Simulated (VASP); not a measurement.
# Pd in VASP: a series of runs, part 2 of 2

VASP 6.6.1. Earlier steps stand in the parts before.

**3. Single point, PBE (equal xx and yy strain of -3 %)**

INCAR reads:

```
PREC     = Accurate       # precision mode
ENCUT    = 520            # plane-wave cutoff, eV
EDIFF    = 1E-6           # SCF threshold, eV
ISMEAR   = -1             # smearing method
SIGMA    = 0.05           # smearing width, eV
LREAL    = False          # projectors in reciprocal space
LASPH    = True           # aspherical terms in the spheres
NELM     = 60             # most SCF steps
ALGO     = Normal         # electronic algorithm
ISIF     = 2              # what is computed and relaxed
LWAVE    = False          # write WAVECAR
LCHARG   = False          # write CHGCAR
GGA      = PE             # functional
NBANDS   = 11             # bands
```

KPOINTS reads:

```
regular mesh
0
Gamma
  18 18 18
```

POSCAR reads:

```
Pd
1.0
    0.0000000000      1.8865530000      1.9449000000
    1.8865530000      0.0000000000      1.9449000000
    1.8865530000      1.8865530000      0.0000000000
Pd
1
Direct
    0.0000000000      0.0000000000      0.0000000000
```

Potentials or basis: VASP PAW PBE potentials, release 64 (Pd).

The run is started by

```sh
cat potpaw_PBE.64/Pd/POTCAR > POTCAR
mpirun -np 1 vasp_std > vasp.out
```

OUTCAR:

```text
PREC = Accurate
   ENCUT = 520
   EDIFF = 1E-6
   ISMEAR = -1
   LREAL = False
   LASPH = True
   NELM = 60
   ISIF = 2
   GGA = PE

 ion  position               nearest neighbor table
   1  0.000  0.000  0.000-

  LATTYP: Found a body centered tetragonal cell.
 ALAT       =     2.6679888387
 C/A-ratio  =     1.4579521262

  Lattice vectors:

 A1 = (  -1.8865530000,   0.0000000000,   1.9449000000)
 A2 = (   1.8865530000,   0.0000000000,   1.9449000000)
 A3 = (   0.0000000000,   1.8865530000,  -1.9449000000)

Analysis of symmetry for initial positions (statically):
=====================================================================
 Subroutine PRICEL returns:
 Original cell was already a primitive cell.

 Routine SETGRP: Setting up the symmetry group for a
 body centered tetragonal supercell.

 Subroutine GETGRP returns: Found 16 space group operations
 (whereof 16 operations were pure point group operations)
 out of a pool of 16 trial point group operations.

The static configuration has the point symmetry D_4h.

Analysis of symmetry for dynamics (positions and initial velocities):
=====================================================================
 Subroutine PRICEL returns:
 Original cell was already a primitive cell.

 Routine SETGRP: Setting up the symmetry group for a
 body centered tetragonal supercell.

 Subroutine GETGRP returns: Found 16 space group operations
 (whereof 16 operations were pure point group operations)
 out of a pool of 16 trial point group operations.

The dynamic configuration has the point symmetry D_4h.

 Subroutine INISYM returns: Found 16 space group operations
 (whereof 16 operations are pure point group operations),
 and found     1 'primitive' translations

----------------------------------------------------------------------------------------

                                     Primitive cell

  volume of cell :      13.8441

  direct lattice vectors                    reciprocal lattice vectors
     0.000000000  1.886553000  1.944900000    -0.265033635  0.265033635  0.257082626
     1.886553000  0.000000000  1.944900000     0.265033635 -0.265033635  0.257082626
     1.886553000  1.886553000  0.000000000     0.265033635  0.265033635 -0.257082626

  length of vectors
     2.709560524  2.709560524  2.667988839     0.454507572  0.454507572  0.454507572

  position of ions in fractional coordinates (direct lattice)
     0.000000000  0.000000000  0.000000000

  ion indices of the primitive-cell ions
   primitive index   ion index
                 1           1

----------------------------------------------------------------------------------------

 KPOINTS: regular mesh

Automatic generation of k-mesh.
 Grid dimensions read from file:
 generate k-points for:   18   18   18

 Generating k-lattice:

  Cartesian coordinates                     Fractional coordinates (reciprocal lattice)
    -0.014724091  0.014724091  0.014282368     0.055555556  0.000000000  0.000000000
     0.014724091 -0.014724091  0.014282368     0.000000000  0.055555556  0.000000000
     0.014724091  0.014724091 -0.014282368     0.000000000  0.000000000  0.055555556

  Length of vectors
     0.025250421  0.025250421  0.025250421

  Shift w.r.t. Gamma in fractional coordinates (k-lattice)
     0.000000000  0.000000000  0.000000000

 Subroutine IBZKPT returns following result:
 ===========================================

 Found    480 irreducible k-points:

 Following reciprocal coordinates:
            Coordinates               Weight
  0.000000  0.000000  0.000000      1.000000
  0.055556  0.000000  0.000000      8.000000
  0.111111  0.000000  0.000000      8.000000
  0.166667  0.000000  0.000000      8.000000
  0.222222  0.000000  0.000000      8.000000
  0.277778  0.000000  0.000000      8.000000
[... 16 lines left out ...]
 -0.277778  0.055556  0.000000      8.000000
 -0.222222  0.055556  0.000000      8.000000
 [... further k-points ...]
   k-points           NKPTS =    480   k-points in BZ     NKDIM =    480   number of bands    NBANDS=     11
   number of dos      NEDOS =    301   number of ions     NIONS =      1
   total plane-waves  NPLWV =   8000
   dimension x,y,z NGX =    20 NGY =   20 NGZ =   20
   dimension x,y,z NGXF=    40 NGYF=   40 NGZF=   40
   ions per type =               1
   NGX,Y,Z   is equivalent  to a cutoff of  12.27, 12.27, 12.46 a.u.
   NGXF,Y,Z  is equivalent  to a cutoff of  24.54, 24.54, 24.92 a.u.
 SYSTEM =  unknown system
   PREC   = accura    normal or accurate (medium, high low for compatibility)
   ISTART =      0    job   : 0-new  1-cont  2-samecut
   ICHARG =      2    charge: 1-file 2-atom 10-const
   ISPIN  =      1    spin polarized calculation?
   LNONCOLLINEAR =      F non collinear calculations
   LSORBIT =      F    spin-orbit coupling
   LASPH  =      T    aspherical Exc in radial PAW
   ENCUT  =  520.0 eV  38.22 Ry    6.18 a.u.   5.04  5.04  4.96*2*pi/ulx,y,z
   NELM   =     60;   NELMIN=  2; NELMDL= -5     # of ELM steps
   EDIFF  = 0.1E-05   stopping-criterion for ELM
   LREAL  =      F    real-space projection
   EDIFFG = 0.1E-04   stopping-criterion for IOM
   NSW    =      0    number of steps for IOM
   IBRION =     -1    ionic relax: 0-MD 1-quasi-New 2-CG
   NFREE  =      0    steps in history (QN), initial steepest desc. (CG)
   ISIF   =      2    stress and relaxation
   ISYM   =      2    0-nonsym 1-usesym 2-fastsym
   POTIM  = 0.5000    time-step for ionic-motion
   TEBEG  =    0.0;   TEEND  =   0.0 temperature during run
   PSTRESS=    0.0 pullay stress
   NELECT =      10.0000    total number of electrons
   NUPDOWN=      -1.0000    fix difference up-down
   EMIN   =  10.00;   EMAX   =-10.00  energy-range for DOS
   EFERMI =   0.00;   METHOD = LEGACY
   ISMEAR =    -1;   SIGMA  =   0.05  broadening in eV -4-tet -1-fermi 0-gaus
   EFERMI_NEDOS =   21; number of points for ismear=-14 and -15
   IALGO  =     38    algorithm
   IMIX   =      4    mixing-type and parameters
     AMIX     =   0.40;   BMIX     =  1.00
     AMIX_MAG =   1.60;   BMIX_MAG =  1.00
  volume/ion in A,a.u.               =      13.84        93.42
  Fermi-wavevector in a.u.,A,eV,Ry     =   1.468880  2.775781 29.356056  2.157609
  Thomas-Fermi vector in A             =   2.584325
   LORBIT       =      0    0 simple, 1 ext, 2 COOP (PROOUT), +10 PAW based schemes
   GGA     = PE    functional components
[... 5 lines left out ...]
 non-spin polarized calculation
  energy-cutoff  :      520.00
  volume of cell :       13.84
 maximum number of plane-waves:       386
   NGX =  9   NGY =  9   NGZ =  9

 number of electron      10.0000002 magnetization

 Free energy of the ion-electron system (eV)
  ---------------------------------------------------
  ext. energy  EPLUGINS =         0.00000000
  ---------------------------------------------------
  free energy    TOTEN  =        -5.13690890 eV

  energy without entropy =       -5.12046780  energy(sigma->0) =       -5.12868835

 E-fermi :  10.8989     XC(G=0): -13.5849

 val. band max:       10.8973974681   @ k =  -0.1667   0.3333   0.2778
 cond. band min:      10.9000550714   @ k =   0.5000   0.3333   0.0556
 fundamental gap:      0.0026576033
 Fermi energy:        10.8988937887

 k-point     1 :       0.0000    0.0000    0.0000
  band No.  band energies     occupation
      1       3.2518      2.00000
      2       7.5449      2.00000
      3       7.8621      2.00000
      4       7.8621      2.00000
      5       9.3656      2.00000
      6       9.7020      2.00000
      7      28.1121      0.00000
      8      32.7025      0.00000
      9      33.5155      0.00000
     10      33.5155      0.00000
     11      36.8688      0.00000

 k-point     2 :       0.0556    0.0000    0.0000
  band No.  band energies     occupation
      1       3.3709      2.00000
      2       7.5582      2.00000
      3       7.8463      2.00000
      4       7.9050      2.00000
      5       9.3485      2.00000
      6       9.6756      2.00000
      7      28.2544      0.00000
      8      32.3458      0.00000
      9      33.2535      0.00000
     10      33.6658      0.00000
     11      36.8911      0.00000
[... 295 lines left out ...]
 k-point    24 :      -0.2222    0.0556    0.0000
  band No.  band energies     occupation
      1       5.0383      2.00000
      2       7.5216      2.00000
      3       7.9747      2.00000
      4       8.2764      2.00000
      5       9.4570      2.00000
      6       9.9336      2.00000
      7      26.3066      0.00000
      8      29.2843      0.00000
      9      33.6900      0.00000
     10      36.2247      0.00000
     11      36.9230      0.00000

 [... further k-points ...]
[... 5 lines left out ...]
  --------------------------------------------------------------------------------------
  -------------------------------------------------------------------------------------
  Total        1.9889568      1.9889568      1.7623123      0.0000000     -0.0000000     -0.0000000
  in kB      230.1816220    230.1816220    203.9520913      0.0000000     -0.0000000     -0.0000000
  external PRESSURE =     221.4384451 kB  Pullay stress =       0.0000000 kB

 VOLUME and BASIS-vectors are now :
 -----------------------------------------------------------------------------
  energy-cutoff  :      520.00
  volume of cell :       13.84
      direct lattice vectors                 reciprocal lattice vectors
     0.000000000  1.886553000  1.944900000    -0.265033635  0.265033635  0.257082626
     1.886553000  0.000000000  1.944900000     0.265033635 -0.265033635  0.257082626
     1.886553000  1.886553000  0.000000000     0.265033635  0.265033635 -0.257082626

 POSITION                                       TOTAL-FORCE (eV/Angst)
 -----------------------------------------------------------------------------------
      0.00000      0.00000      0.00000         0.000000     -0.000000      0.000000
 -----------------------------------------------------------------------------------
    total drift:                               -0.000000     -0.000000     -0.000000

  FREE ENERGIE OF THE ION-ELECTRON SYSTEM (eV)
  ---------------------------------------------------
  free  energy   TOTEN  =        -5.1369089001 eV

  energy  without entropy=       -5.1204677961  energy(sigma->0) =       -5.12868835
```

Wall time 56 s (1 thread of AMD EPYC 7R43 (Zen 3), shared host); peak memory 0.15 GiB.

Results:

```
Free energy            : -5.1369 eV
Pressure               : 22.1 GPa
Band gap on the k mesh : zero (band 5 reaches 11.35 eV, above the bottom of band 6 at 9.46 eV)
```

Caveat: the cell differs from its parent crystal (equal xx and yy strain of -3 %).

**4. Single point, PBE (zz strain of -3 %)**

INCAR reads:

```
PREC = Accurate
ENCUT = 520
EDIFF = 1E-7
ISMEAR = -1
SIGMA = 0.05
LREAL = False
LASPH = True
NELM = 100
ALGO = Normal
ISIF = 2
LWAVE = False
LCHARG = False
GGA = PE
NBANDS = 11
```

KPOINTS reads:

```
Automatic mesh
0
Gamma
  18 18 18
```

POSCAR reads:

```
Pd
1.0
    0.0000000000      1.9449000000      1.8865530000
    1.9449000000      0.0000000000      1.8865530000
    1.9449000000      1.9449000000      0.0000000000
Pd
1
Direct
    0.0000000000      0.0000000000      0.0000000000
```

The run is started by

```sh
cat potpaw_PBE.64/Pd/POTCAR > POTCAR
mpirun -np 1 vasp_std > vasp.out
```

Wall time 66 s (1 thread of AMD EPYC 7R43 (Zen 3), shared host); peak memory 0.15 GiB.

The run converged. Its results:

- Free energy: -5.1857 eV
- Pressure: 14.2 GPa
- Band gap on the k mesh: zero (band 5 reaches 10.76 eV, above the bottom of band 6 at 9.01 eV)

Stress tensor (GPa, compression positive):
```
13.55  0.00  0.00
 0.00 13.55  0.00
 0.00  0.00 15.34
```

Levels at points of the mesh, in eV from the Fermi level:
```csv
k point,band 2,band 3,band 4,band 5,band 6,band 7,band 8,band 9
"(0.00, 0.00, 0.00)",-3.09,-3.09,-2.80,-1.45,-1.15,17.22,21.91,21.91
"(0.50, 0.00, 0.00)",-3.19,-2.90,-0.09,0.04,0.94,7.60,16.54,21.12
"(0.50, 0.50, 0.00)",-5.38,-0.06,0.32,0.32,3.77,11.68,13.01,13.01
"(0.50, 0.00, 0.50)",-5.37,-0.06,0.20,0.40,3.14,10.84,13.48,13.70
```

Caveat: the cell differs from its parent crystal (zz strain of -3 %).

**5. Overview**

| cell | gap on the mesh (eV) | pressure (GPa) |
| --- | --- | --- |
| a = 2.804 Å, angles 60.0°, 1 atom | none | -3.1 |
| a = 2.710, b = 2.710, c = 2.668 Å, angles 60.5, 60.5, 59.0°, 1 atom | none | 22.1 |
| a = 2.710, b = 2.710, c = 2.751 Å, angles 59.5, 59.5, 61.0°, 1 atom | none | 14.2 |

Alike in all rows: task single point; level PBE; potentials or basis VASP PAW PBE potentials, release 64 (Pd); no spin polarisation; k mesh 18 × 18 × 18; cutoff (eV) 520; smearing fermi-dirac 0.05 eV.

Absolute energies hang on the potentials; compare differences alone.
